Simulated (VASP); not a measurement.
# TlAgS2 (P-4m2) in VASP: settings compared

Aim: see how the results for TlAgS2 move with the level of theory and the settings. Levels: PBE, PBEsol. Tasks: relaxation of cell and atoms.

Program: VASP 6.6.1. These are calculated values, not measurements. Logs are shortened: lines on timing, memory, paths and dates and some standing lists are left out, and cuts for length are marked.

### Step 1. The cell of the first run

It takes space group P-4m2 (No. 115, tetragonal). The conventional cell has a = 3.964 Å, b = 3.964 Å, c = 5.606 Å, α = 90.00°, β = 90.00°, γ = 90.00°. Ag (site symmetry -4m2) has 4 S at 2.43 Å within 3.2 Å. Within 3.2 Å of S (site symmetry 2mm) lie 2 Ag at 2.43 Å and 2 Tl at 2.43 Å. Tl (site symmetry -4m2) has 4 S at 2.43 Å within 3.2 Å.

### Step 2. Relaxation of cell and atoms, PBE

Input file INCAR:

```
PREC = Accurate ; ENCUT = 600
EDIFF = 1E-7 ; ISMEAR = -1
SIGMA = 0.02 ; LREAL = F
LASPH = T ; NELM = 100
ALGO = Normal ; ISIF = 3
LWAVE = F ; LCHARG = F
GGA = PE ; IBRION = 2
NSW = 80 ; EDIFFG = -0.005
```

Input file KPOINTS:

```
Automatic mesh
0
Gamma
  6 6 4
```

Input file POSCAR:

```
TlAgS2
1.0
    3.9641725501      0.0000000000      0.0000000000
    0.0000000000      3.9641725501      0.0000000000
    0.0000000000      0.0000000000      5.6061865839
Ag S Tl
1 2 1
Direct
    0.0000000000      0.0000000000      0.0000000000
    0.0000000000      0.5000000000      0.2500000000
    0.5000000000      0.0000000000      0.7500000000
    0.5000000000      0.5000000000      0.5000000000
```

Potentials or basis: VASP PAW PBE potentials, release 64 (Ag, S, Tl_d).

On the command line:

```sh
$ cat potpaw_PBE.64/Ag/POTCAR potpaw_PBE.64/S/POTCAR potpaw_PBE.64/Tl_d/POTCAR > POTCAR
$ mpirun -np 1 vasp_std > vasp.out
```

OUTCAR:

```text
PREC = Accurate
   ENCUT = 600
   EDIFF = 1E-7
   ISMEAR = -1
   LREAL = F
   LASPH = T
   NELM = 100
   ISIF = 3
   GGA = PE
   IBRION = 2
   NSW = 80
   EDIFFG = -0.005

 ion  position               nearest neighbor table
   1  0.000  0.000  0.000-   2 2.43   3 2.43   2 2.43   3 2.43
   2  0.000  0.500  0.250-   1 2.43   4 2.43   1 2.43   4 2.43
   3  0.500  0.000  0.750-   1 2.43   4 2.43   4 2.43   1 2.43
   4  0.500  0.500  0.500-   2 2.43   3 2.43   3 2.43   2 2.43

  LATTYP: Found a simple tetragonal cell.
 ALAT       =     3.9641725501
 C/A-ratio  =     1.4142135624

  Lattice vectors:

 A1 = (   3.9641725501,   0.0000000000,   0.0000000000)
 A2 = (   0.0000000000,   3.9641725501,   0.0000000000)
 A3 = (   0.0000000000,   0.0000000000,   5.6061865839)

Analysis of symmetry for initial positions (statically):
=====================================================================
 Subroutine PRICEL returns:
 Original cell was already a primitive cell.

 Routine SETGRP: Setting up the symmetry group for a
 simple tetragonal supercell.

 Subroutine GETGRP returns: Found  8 space group operations
 (whereof  8 operations were pure point group operations)
 out of a pool of 16 trial point group operations.

The static configuration has the point symmetry D_2d.

Analysis of symmetry for dynamics (positions and initial velocities):
=====================================================================
 Subroutine PRICEL returns:
 Original cell was already a primitive cell.

 Routine SETGRP: Setting up the symmetry group for a
 simple tetragonal supercell.

 Subroutine GETGRP returns: Found  8 space group operations
 (whereof  8 operations were pure point group operations)
 out of a pool of 16 trial point group operations.

The dynamic configuration has the point symmetry D_2d.

 Subroutine INISYM returns: Found  8 space group operations
 (whereof  8 operations are pure point group operations),
 and found     1 'primitive' translations

----------------------------------------------------------------------------------------

                                     Primitive cell

  volume of cell :      88.0993

  direct lattice vectors                    reciprocal lattice vectors
     3.964172550  0.000000000  0.000000000     0.252259453  0.000000000  0.000000000
     0.000000000  3.964172550  0.000000000     0.000000000  0.252259453  0.000000000
     0.000000000  0.000000000  5.606186584     0.000000000  0.000000000  0.178374370

  length of vectors
     3.964172550  3.964172550  5.606186584     0.252259453  0.252259453  0.178374370

  position of ions in fractional coordinates (direct lattice)
     0.000000000  0.000000000  0.000000000
     0.000000000  0.500000000  0.250000000
     0.500000000  0.000000000  0.750000000
     0.500000000  0.500000000  0.500000000

  ion indices of the primitive-cell ions
   primitive index   ion index
                 1           1
                 2           2
                 3           3
                 4           4

----------------------------------------------------------------------------------------

 KPOINTS: Automatic mesh

Automatic generation of k-mesh.
 Grid dimensions read from file:
 generate k-points for:    6    6    4

 Generating k-lattice:

  Cartesian coordinates                     Fractional coordinates (reciprocal lattice)
     0.042043242  0.000000000  0.000000000     0.166666667  0.000000000  0.000000000
     0.000000000  0.042043242  0.000000000     0.000000000  0.166666667  0.000000000
     0.000000000  0.000000000  0.044593592     0.000000000  0.000000000  0.250000000

  Length of vectors
     0.042043242  0.042043242  0.044593592

  Shift w.r.t. Gamma in fractional coordinates (k-lattice)
     0.000000000  0.000000000  0.000000000

 Subroutine IBZKPT returns following result:
 ===========================================

 Found     30 irreducible k-points:

 Following reciprocal coordinates:
            Coordinates               Weight
  0.000000  0.000000  0.000000      1.000000
  0.166667  0.000000  0.000000      4.000000
  0.333333  0.000000  0.000000      4.000000
  0.500000  0.000000  0.000000      2.000000
  0.166667  0.166667  0.000000      4.000000
  0.333333  0.166667  0.000000      8.000000
[... 16 lines left out ...]
  0.333333  0.000000  0.500000      4.000000
  0.500000  0.000000  0.500000      2.000000
 [... further k-points ...]
   k-points           NKPTS =     30   k-points in BZ     NKDIM =     30   number of bands    NBANDS=     22
   number of dos      NEDOS =    301   number of ions     NIONS =      4
   total plane-waves  NPLWV =  49152
   dimension x,y,z NGX =    32 NGY =   32 NGZ =   48
   dimension x,y,z NGXF=    64 NGYF=   64 NGZF=   96
   ions per type =               1   2   1
   NGX,Y,Z   is equivalent  to a cutoff of  13.42, 13.42, 14.23 a.u.
   NGXF,Y,Z  is equivalent  to a cutoff of  26.84, 26.84, 28.47 a.u.
 SYSTEM =  unknown system
   PREC   = accura    normal or accurate (medium, high low for compatibility)
   ISTART =      0    job   : 0-new  1-cont  2-samecut
   ICHARG =      2    charge: 1-file 2-atom 10-const
   ISPIN  =      1    spin polarized calculation?
   LNONCOLLINEAR =      F non collinear calculations
   LSORBIT =      F    spin-orbit coupling
   LASPH  =      T    aspherical Exc in radial PAW
   ENCUT  =  600.0 eV  44.10 Ry    6.64 a.u.   7.92  7.92 11.20*2*pi/ulx,y,z
   NELM   =    100;   NELMIN=  2; NELMDL= -5     # of ELM steps
   EDIFF  = 0.1E-06   stopping-criterion for ELM
   LREAL  =      F    real-space projection
   EDIFFG = -.5E-02   stopping-criterion for IOM
   NSW    =     80    number of steps for IOM
   IBRION =      2    ionic relax: 0-MD 1-quasi-New 2-CG
   NFREE  =      1    steps in history (QN), initial steepest desc. (CG)
   ISIF   =      3    stress and relaxation
   ISYM   =      2    0-nonsym 1-usesym 2-fastsym
   POTIM  = 0.5000    time-step for ionic-motion
   TEBEG  =    0.0;   TEEND  =   0.0 temperature during run
   PSTRESS=    0.0 pullay stress
   NELECT =      36.0000    total number of electrons
   NUPDOWN=      -1.0000    fix difference up-down
   EMIN   =  10.00;   EMAX   =-10.00  energy-range for DOS
   EFERMI =   0.00;   METHOD = LEGACY
   ISMEAR =    -1;   SIGMA  =   0.02  broadening in eV -4-tet -1-fermi 0-gaus
   EFERMI_NEDOS =   21; number of points for ismear=-14 and -15
   IALGO  =     38    algorithm
   IMIX   =      4    mixing-type and parameters
     AMIX     =   0.40;   BMIX     =  1.00
     AMIX_MAG =   1.60;   BMIX_MAG =  1.00
  volume/ion in A,a.u.               =      22.02       148.63
  Fermi-wavevector in a.u.,A,eV,Ry     =   1.214837  2.295710 20.079881  1.475830
  Thomas-Fermi vector in A             =   2.350244
   LORBIT       =      0    0 simple, 1 ext, 2 COOP (PROOUT), +10 PAW based schemes
   GGA     = PE    functional components
   LHFCALC =     F    Hartree Fock is set to
   AEXX    =    0.0000 exact exchange contribution
   IVDW    =     0    specifies the selected vdW correction
   LEPSILON=     F    determine dielectric tensor
   LRPA    =     F    only Hartree local field effects (RPA)
 conjugate gradient relaxation of ions
 non-spin polarized calculation
  energy-cutoff  :      600.00
  volume of cell :       88.10
 maximum number of plane-waves:      2966
 NGX is ok and might be reduce to    32
   NGX = 15   NGY = 15   NGZ = 23

--------------------------------------- Ionic step        1  -------------------------------------------

 number of electron      36.0000007 magnetization

 Free energy of the ion-electron system (eV)
  ---------------------------------------------------
  ext. energy  EPLUGINS =         0.00000000
  ---------------------------------------------------
  free energy    TOTEN  =       -13.04229656 eV

  energy without entropy =      -13.04185447  energy(sigma->0) =      -13.04207552

 E-fermi :   5.7342     XC(G=0):  -9.8868

 val. band max:        5.7327484906   @ k =   0.0000   0.0000   0.0000
 cond. band min:       6.2366766502   @ k =   0.5000   0.0000   0.5000
 fundamental gap:      0.5039281595
 Fermi energy:         5.7341917949

 k-point     1 :       0.0000    0.0000    0.0000
  band No.  band energies     occupation
      1      -8.7408      2.00000
      2      -8.2565      2.00000
      3      -6.3815      2.00000
      4      -6.3815      2.00000
      5      -6.1645      2.00000
      6      -5.9318      2.00000
[... 574 lines left out ...]
      6      -5.7259      2.00000
[... 14 lines left out ...]
     21      11.3651      0.00000
     22      11.3687      0.00000

 [... further k-points ...]

------------------------ aborting loop because EDIFF is reached ----------------------------------------

  FORCE on cell =-STRESS in cart. coord.  units (eV):
  Direction    XX          YY          ZZ          XY          YZ          ZX
  --------------------------------------------------------------------------------------
  -------------------------------------------------------------------------------------
  Total        7.7433784      7.7433784      8.0963758      0.0000000      0.0000000      0.0000000
  in kB      140.8213219    140.8213219    147.2409434      0.0000000      0.0000000      0.0000000
  external PRESSURE =     142.9611957 kB  Pullay stress =       0.0000000 kB
[... 289 lines left out ...]
  energy  without entropy=      -13.7365211018  energy(sigma->0) =      -13.73679561

--------------------------------------- Ionic step        9  -------------------------------------------

 number of electron      36.0000010 magnetization

 Free energy of the ion-electron system (eV)
  ---------------------------------------------------
  ext. energy  EPLUGINS =         0.00000000
  ---------------------------------------------------
  free energy    TOTEN  =       -13.73707605 eV

  energy without entropy =      -13.73652590  energy(sigma->0) =      -13.73680097

 E-fermi :   3.6142     XC(G=0):  -9.0041

 val. band max:        3.6096720383   @ k =   0.0000   0.0000   0.0000
 cond. band min:       3.7222891454   @ k =   0.5000   0.0000   0.5000
 fundamental gap:      0.1126171070
 Fermi energy:         3.6142324899

 k-point     1 :       0.0000    0.0000    0.0000
  band No.  band energies     occupation
      1      -9.4949      2.00000
      2      -9.1922      2.00000
      3      -7.7299      2.00000
      4      -7.7299      2.00000
      5      -7.6133      2.00000
      6      -7.4942      2.00000
[... 574 lines left out ...]
      6      -7.3126      2.00000
[... 14 lines left out ...]
     21       9.0568      0.00000
     22       9.1102      0.00000

 [... further k-points ...]

------------------------ aborting loop because EDIFF is reached ----------------------------------------

  FORCE on cell =-STRESS in cart. coord.  units (eV):
  Direction    XX          YY          ZZ          XY          YZ          ZX
  --------------------------------------------------------------------------------------
  -------------------------------------------------------------------------------------
  Total       -0.0033536     -0.0033536      0.0129520      0.0000000      0.0000000      0.0000000
  in kB       -0.0508426     -0.0508426      0.1963629      0.0000000      0.0000000      0.0000000
  external PRESSURE =       0.0315592 kB  Pullay stress =       0.0000000 kB
[... 19 lines left out ...]
  FREE ENERGIE OF THE ION-ELECTRON SYSTEM (eV)
  ---------------------------------------------------
  free  energy   TOTEN  =       -13.7370760483 eV

  energy  without entropy=      -13.7365258974  energy(sigma->0) =      -13.73680097

 reached required accuracy - stopping structural energy minimisation
```

It took 4.7 min on 1 thread of Oxide Virtual Turin-like, shared host; peak memory 0.24 GiB.

What came out:

```
Free energy                           : -13.7371 eV
Relaxed volume                        : 26.42 Å³/atom
Relaxed cell                          : a = 4.198 Å, b = 4.198 Å, c = 5.995 Å, α = 90.00°, β = 90.00°, γ = 90.00°
Space group after relaxing (to 0.1 Å) : P-4m2 (No. 115)
Energy gained by relaxing             : 173.7 meV/atom
Ionic steps                           : 9
Pressure after relaxing               : 0.0 GPa
Band gap on the k mesh                : zero (filled and empty bands touch)
```

Forces on the atoms (eV/Å):
```
Ag   0.000  0.000  0.000
S    0.000  0.000  0.002
S    0.000  0.000 -0.002
Tl   0.000  0.000  0.000
```

Step by step:
```csv
step,energy change (eV),largest force (eV/Å),pressure (GPa),volume (Å³)
1,0.0000,0.9197,14.30,88.10
2,-0.5791,0.0467,-3.41,115.61
3,-0.6913,0.1478,0.01,105.88
4,-0.6912,0.1379,-0.17,106.25
5,-0.6931,0.0916,-0.14,106.11
6,-0.6947,0.0158,-0.08,105.89
7,-0.6947,0.0062,-0.06,105.82
8,-0.6948,0.0004,0.03,105.62
9,-0.6948,0.0022,0.00,105.68
```

Final structure:
```
Ag S Tl
1.0
     4.19842    0.00000    0.00000
     0.00000    4.19842    0.00000
     0.00000    0.00000    5.99539
Ag S Tl
1 2 1
Cartesian
  0.0000 0.0000 0.0000
  0.0000 2.0992 1.4452
  2.0992 0.0000 4.5502
  2.0992 2.0992 2.9977
```

Levels at points of the mesh, in eV from the Fermi level:
| k point | band 14 | band 15 | band 16 | band 17 | band 18 | band 19 | band 20 | band 21 | band 22 |
| --- | --- | --- | --- | --- | --- | --- | --- | --- | --- |
| (0.00, 0.00, 0.00) | -2.54 | -2.54 | -0.60 | -0.16 | 0.00 | 0.00 | 2.84 | 3.67 | 5.40 |
| (0.50, 0.00, 0.00) | -2.95 | -2.62 | -1.66 | -1.58 | -0.39 | 1.19 | 4.49 | 4.78 | 5.41 |
| (0.50, 0.50, 0.00) | -3.09 | -2.70 | -2.03 | -2.03 | -1.46 | 1.61 | 2.95 | 2.95 | 4.82 |
| (0.00, 0.00, 0.50) | -2.11 | -2.03 | -2.03 | -0.59 | -0.59 | 1.20 | 2.62 | 4.48 | 4.62 |
| (0.50, 0.00, 0.50) | -2.98 | -1.65 | -1.30 | -0.62 | -0.36 | 0.11 | 3.08 | 5.44 | 5.50 |
| (0.50, 0.50, 0.50) | -2.69 | -2.44 | -2.44 | -2.11 | -1.77 | 1.92 | 4.51 | 4.51 | 5.94 |

Caveat: the volume moved by over 15 % at a fixed basis, so the end points are rough; spin-orbit coupling is left out, which moves the levels of the heavy elements.

### Step 3. Relaxation of cell and atoms, PBEsol

This run uses another cell than the first one, of 26.47 Å³/atom.

Input file INCAR:

```
PREC     = Accurate       # precision mode
ENCUT    = 600            # plane-wave cutoff, eV
EDIFF    = 1E-6           # SCF threshold, eV
ISMEAR   = -1             # smearing method
SIGMA    = 0.02           # smearing width, eV
LREAL    = F              # projectors in reciprocal space
LASPH    = T              # aspherical terms in the spheres
NELM     = 80             # most SCF steps
ALGO     = Normal         # electronic algorithm
ISIF     = 3              # what is computed and relaxed
LWAVE    = F              # write WAVECAR
LCHARG   = F              # write CHGCAR
GGA      = PS             # functional
IBRION   = 2              # ionic algorithm
NSW      = 80             # ionic steps
EDIFFG   = -0.005         # ionic threshold
```

KPOINTS is that of step 2.

Input file POSCAR:

```
TlAgS2
1.0
    4.2030284627      0.0000000000      0.0000000000
    0.0000000000      4.2030284627      0.0000000000
    0.0000000000      0.0000000000      5.9926907501
Ag S Tl
1 2 1
Direct
    0.0000000000      0.0000000000      0.0000000000
    0.0000000000      0.5000000000      0.2408631092
    0.5000000000      0.0000000000      0.7591368908
    0.5000000000      0.5000000000      0.5000000000
```

Potentials or basis: VASP PAW PBE potentials, release 64 (Ag, S, Tl_d).

On the command line:

```sh
$ cat potpaw_PBE.64/Ag/POTCAR potpaw_PBE.64/S/POTCAR potpaw_PBE.64/Tl_d/POTCAR > POTCAR
$ mpirun -np 1 vasp_std > vasp.out
```

Wall time 4.9 min (1 thread of Oxide Virtual Turin-like, shared host); peak memory 0.28 GiB.

Results (log left out):

```
Free energy                           : -15.2505 eV
Relaxed volume                        : 24.91 Å³/atom
Relaxed cell                          : a = 4.123 Å, b = 4.123 Å, c = 5.860 Å, α = 90.00°, β = 90.00°, γ = 90.00°
Space group after relaxing (to 0.1 Å) : P-4m2 (No. 115)
Energy gained by relaxing             : 16.0 meV/atom
Ionic steps                           : 10
Pressure after relaxing               : 0.0 GPa
Band gap on the k mesh                : zero (filled and empty bands touch)
```

Step by step:
```csv
step,energy change (eV),largest force (eV/Å),pressure (GPa),volume (Å³)
1,0.0000,0.0513,-3.02,105.86
2,-0.0594,0.1245,0.76,98.41
3,-0.0623,0.1108,0.01,99.64
4,-0.0632,0.0694,0.02,99.61
5,-0.0638,0.0034,0.03,99.56
6,-0.0638,0.0014,0.01,99.56
7,-0.0639,0.0010,-0.01,99.59
8,-0.0639,0.0005,-0.06,99.68
9,-0.0639,0.0002,-0.05,99.67
10,-0.0639,0.0004,-0.02,99.62
```

Final structure:
```
CELL_PARAMETERS angstrom
4.12308 0.00000 0.00000
0.00000 4.12308 0.00000
0.00000 0.00000 5.86031
ATOMIC_POSITIONS crystal
Ag 0.00000 0.00000 0.00000
S 0.00000 0.50000 0.23796
S 0.50000 0.00000 0.76204
Tl 0.50000 0.50000 0.50000
```

Levels at points of the mesh, in eV from the Fermi level:
| k point | band 16 | band 17 | band 18 | band 19 | band 20 | band 21 |
| --- | --- | --- | --- | --- | --- | --- |
| (0.00, 0.00, 0.00) | -0.65 | -0.13 | 0.00 | 0.00 | 2.62 | 3.61 |
| (0.50, 0.00, 0.00) | -1.83 | -1.68 | -0.48 | 1.25 | 4.51 | 4.57 |
| (0.50, 0.50, 0.00) | -2.29 | -2.29 | -1.64 | 1.62 | 2.69 | 2.69 |
| (0.00, 0.00, 0.50) | -2.22 | -0.68 | -0.68 | 1.29 | 2.45 | 4.17 |
| (0.50, 0.00, 0.50) | -1.45 | -0.66 | -0.44 | 0.05 | 2.96 | 5.38 |
| (0.50, 0.50, 0.50) | -2.78 | -2.29 | -1.97 | 2.02 | 4.38 | 4.38 |

Caveat: the PAW data sets were made with another functional, which shifts forces and pressure a little; spin-orbit coupling is left out, which moves the levels of the heavy elements.

The gap in the log of VASP goes by the Fermi energy; the results here count the filled bands.